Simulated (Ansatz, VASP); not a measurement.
# One calculation of FeO, two programs

```
CELL_PARAMETERS angstrom
0.00000 2.15540 2.15540
2.15540 0.00000 2.15540
2.15540 2.15540 0.00000
ATOMIC_POSITIONS crystal
Fe 0.00000 0.00000 0.00000
O 0.50000 0.50000 0.50000
```

Alike in both runs: task single point; functional PBEsol; k mesh 8 × 8 × 8; occupations gaussian, width 0.05 eV; collinear spin; Hubbard terms Fe d U = 5.0 eV.

|  | VASP | Ansatz |
| --- | --- | --- |
| version | VASP 6.6.1 | Ansatz 0.2.0 |
| potentials or method | VASP PAW PBE potentials, release 64 (Fe, O), cutoff 520 eV | scalar-relativistic, plane waves, PAW |
| valence electrons in the cell | 14 | 22 |

|  | VASP | Ansatz | Ansatz less VASP |
| --- | --- | --- | --- |
| pressure (GPa) | -8.8 | 5.3 | +14.10 |
| net moment per atom (μB) | 2.00 | 2.00 | -0.002 |
| size of the moment on the site where the two differ most (μB) | 3.86 | 3.49 | -0.365 |

VASP's potentials were made for PBE, not for PBEsol. Site moments also hang on the region over which each program counts them. The programs project onto different local orbitals, so the same U acts differently, and such runs can settle in different states. VASP's potentials hold 14 valence electrons a cell and Ansatz's 22, so a difference there can come from the potentials and not from the codes. Ansatz's warnings: reached outside group.
